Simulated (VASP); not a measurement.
# Nb: single point with PBE

Nb:

```
Nb
1.0
    -1.66395    1.66395    1.66395
     1.66395   -1.66395    1.66395
     1.66395    1.66395   -1.66395
Nb
1
Direct
  0.00000 0.00000 0.00000
```

- Program: VASP 6.6.1
- Task: single point
- Functional: PBE
- Potentials or basis: VASP PAW PBE potentials, release 64 (Nb_sv)
- Cutoff: 500 eV
- k mesh: 11 × 11 × 11
- Occupations: methfessel-paxton, width 0.1 eV
- Spin: no spin polarisation
- Dipole correction: no
- Further INCAR settings: ALGO = Normal; EDIFF = 1e-06; NBANDS = 12

| Property | Result |
| --- | --- |
| Pressure | -2.2 GPa |

Levels at points of the mesh, in eV from the Fermi level:
```csv
k point,band 4,band 5,band 6,band 7,band 8,band 9
"(0.00, 0.00, 0.00)",-29.70,-5.84,0.42,0.42,0.42,3.26
```

It took 18 s on 1 thread of Intel Xeon 8259CL, with other jobs on the host, peak memory 0.14 GiB.
